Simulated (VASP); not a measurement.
# Al27Ru: single point with PBE

Slab: Al27Ru, a slab with vacuum.

```
CELL_PARAMETERS angstrom
8.59135 0.00000 0.00000
4.29567 7.44032 0.00000
0.00000 0.00000 17.67654
ATOMIC_POSITIONS crystal
Al 0.11111 0.11111 0.05657
Al 0.44444 0.11111 0.05657
Al 0.77778 0.11111 0.05657
Al 0.11111 0.44444 0.05657
Al 0.44444 0.44444 0.05657
Al 0.77778 0.44444 0.05657
Al 0.11111 0.77778 0.05657
Al 0.44444 0.77778 0.05657
Al 0.77778 0.77778 0.05657
Al 0.88856 0.22226 0.18871
Al 0.22289 0.21862 0.18991
Al 0.55234 0.21812 0.18748
Al 0.88739 0.55565 0.19124
Al 0.21886 0.55744 0.18763
Al 0.55234 0.56246 0.18781
Al 0.88729 0.89091 0.19129
Al 0.22206 0.89214 0.19029
Al 0.55916 0.88666 0.19202
Al 0.01729 0.98388 0.32605
Al 0.35741 0.98633 0.32497
Al 0.67437 0.00041 0.33072
Al 0.02174 0.33200 0.32475
Al 0.32737 0.33404 0.32011
Al 0.62221 0.35353 0.31402
Al 0.00220 0.66607 0.32155
Al 0.32590 0.67184 0.32023
Al 0.67718 0.65009 0.33232
Ru 0.85279 0.24541 0.40155
```

- Program: VASP 6.6.1
- Task: single point
- Functional: PBE
- Potentials or basis: VASP PAW PBE potentials, release 64 (Al, Ru_pv)
- Cutoff: 520 eV
- k mesh: 2 × 2 × 1
- Occupations: fermi-dirac, width 0.1 eV
- Spin: no spin polarisation
- Dipole correction: no
- Further INCAR settings: LREAL = Auto; ALGO = Normal; EDIFF = 1e-06; NBANDS = 68

```
Largest force : 0.121 eV/Å
```

Forces on the atoms (eV/Å):
```
Al   0.080 -0.056 -0.034
Al  -0.004 -0.115 -0.039
Al  -0.062 -0.082 -0.048
Al  -0.040  0.012  0.070
Al  -0.011  0.014 -0.006
Al   0.032  0.092 -0.045
Al  -0.023  0.031  0.080
Al   0.092  0.050 -0.025
Al  -0.075  0.038  0.043
Al   0.002  0.000 -0.001
Al   0.002  0.000  0.001
Al   0.001 -0.004  0.001
Al  -0.001  0.002 -0.001
Al  -0.003  0.005  0.007
Al   0.000  0.002  0.005
Al   0.004 -0.002  0.006
Al  -0.005 -0.001  0.005
Al   0.001 -0.003  0.000
Al   0.007  0.015  0.010
Al   0.000 -0.003 -0.008
Al  -0.001 -0.002 -0.009
Al  -0.006 -0.029  0.004
Al   0.000  0.006 -0.002
Al   0.003 -0.018 -0.005
Al   0.002  0.004 -0.004
Al  -0.006  0.005  0.002
Al  -0.005 -0.028  0.011
Ru   0.016  0.065 -0.017
```

Levels at points of the mesh, in eV from the Fermi level:
| k point | band 43 | band 44 | band 45 | band 46 | band 47 | band 48 | band 49 | band 50 |
| --- | --- | --- | --- | --- | --- | --- | --- | --- |
| (0.00, 0.00, 0.00) | -0.61 | -0.56 | -0.54 | -0.43 | -0.25 | -0.15 | 0.01 | 0.05 |
| (0.50, 0.00, 0.00) | -0.79 | -0.72 | -0.38 | -0.32 | -0.07 | 0.12 | 0.22 | 0.27 |
| (0.50, 0.50, 0.00) | -0.78 | -0.72 | -0.39 | -0.24 | 0.00 | 0.07 | 0.17 | 0.27 |
| (0.00, 0.50, 0.00) | -0.77 | -0.70 | -0.38 | -0.23 | 0.01 | 0.06 | 0.17 | 0.27 |

It took 16 min on 1 thread of Intel Xeon 6975P-C, on a shared host, peak memory 1.1 GiB.

Caveat: the k points lie up to 0.42 Å⁻¹ apart.
